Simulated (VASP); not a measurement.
Wanted: the native input for a VASP 6.6.1 run.

- Task: relaxation of cell and atoms
- Functional: PBE
- Potentials or basis: VASP PAW PBE potentials, release 64 (Cu)
- Cutoff: 600 eV
- k mesh: 20 × 20 × 20
- Occupations: fermi-dirac, width 0.1 eV
- Spin: no spin polarisation
- Dipole correction: no
- Further INCAR settings: ALGO = Normal; EDIFF = 1e-07; IBRION = 2; EDIFFG = -0.005; NSW = 60; ISIF = 3

The structure of Cu lies in POSCAR:

```
Cu
1.0
    0.0000000000      1.8145933008      1.8145933008
    1.8145933008      0.0000000000      1.8145933008
    1.8145933008      1.8145933008      0.0000000000
Cu
1
Direct
    0.0000000000      0.0000000000      0.0000000000
```

One way to write it, as run:

INCAR

```
SYSTEM = Cu
PREC = Accurate
ENCUT = 600
EDIFF = 1E-7
ISMEAR = -1
SIGMA = 0.1
LREAL = .FALSE.
LASPH = .TRUE.
NELM = 60
ALGO = Normal
ISIF = 3
LWAVE = .FALSE.
LCHARG = .FALSE.
GGA = PE
IBRION = 2
NSW = 60
EDIFFG = -0.005
```

KPOINTS

```
regular mesh
0
G
  20 20 20
  0 0 0
```

Potentials or basis: VASP PAW PBE potentials, release 64 (Cu).

The run is started by

```console
$ cat potpaw_PBE.64/Cu/POTCAR > POTCAR
$ mpirun -np 1 vasp_std > vasp.out
```

Results of the run:

| Quantity | Value |
| --- | --- |
| Relaxed volume | 12.01 Å³/atom |
| Relaxed cell | a = 2.570 Å, b = 2.570 Å, c = 2.570 Å, α = 60.00°, β = 60.00°, γ = 60.00° |
| Space group after relaxing (to 0.05 Å) | Fm-3m (No. 225) |
| Energy gained by relaxing | 0.1 meV/atom |
| Ionic steps | 3 |
| Pressure after relaxing | 0.0 GPa |

Run time: 41 s on 1 thread of Intel Xeon 6975P-C, on a shared host, peak memory 0.17 GiB.
